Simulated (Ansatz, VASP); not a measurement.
## Two plane-wave programs on YAs4

```
CELL_PARAMETERS angstrom
-3.20529 3.20529 3.20529
3.20529 -3.20529 3.20529
3.20529 3.20529 -3.20529
ATOMIC_POSITIONS crystal
Y 0.00000 0.00000 0.00000
As 0.50000 0.50000 0.50000
As 0.00000 0.00000 0.50000
As 0.00000 0.50000 0.00000
As 0.50000 0.00000 0.00000
```

Alike in both runs: functional PBE; k mesh 8 × 8 × 8; occupations gaussian, width 0.1 eV; no spin polarisation.

Ansatz relaxed the structure, and its values are those at the end. VASP's run is a single point on that final structure, the one shown.

|  | VASP | Ansatz |
| --- | --- | --- |
| version | VASP 6.6.1 | Ansatz 0.2.0 |
| potentials or method | VASP PAW PBE potentials, release 64 (Y_sv, As), cutoff 520 eV | scalar-relativistic, plane waves, PAW |
| valence electrons in the cell | 31 | 71 |

|  | VASP | Ansatz | Ansatz less VASP |
| --- | --- | --- | --- |
| gap on the k mesh at the Fermi level (eV) | none | none | - |
| pressure (GPa) | 0.0 | 0.0 | +0.03 |

A gap of «none» marks a metal or a gap that the smearing closes. With one functional, cell and mesh, what is left measures potentials, basis and numerics. VASP's potentials hold 31 valence electrons a cell and Ansatz's 71, so a difference there can come from the potentials and not from the codes.
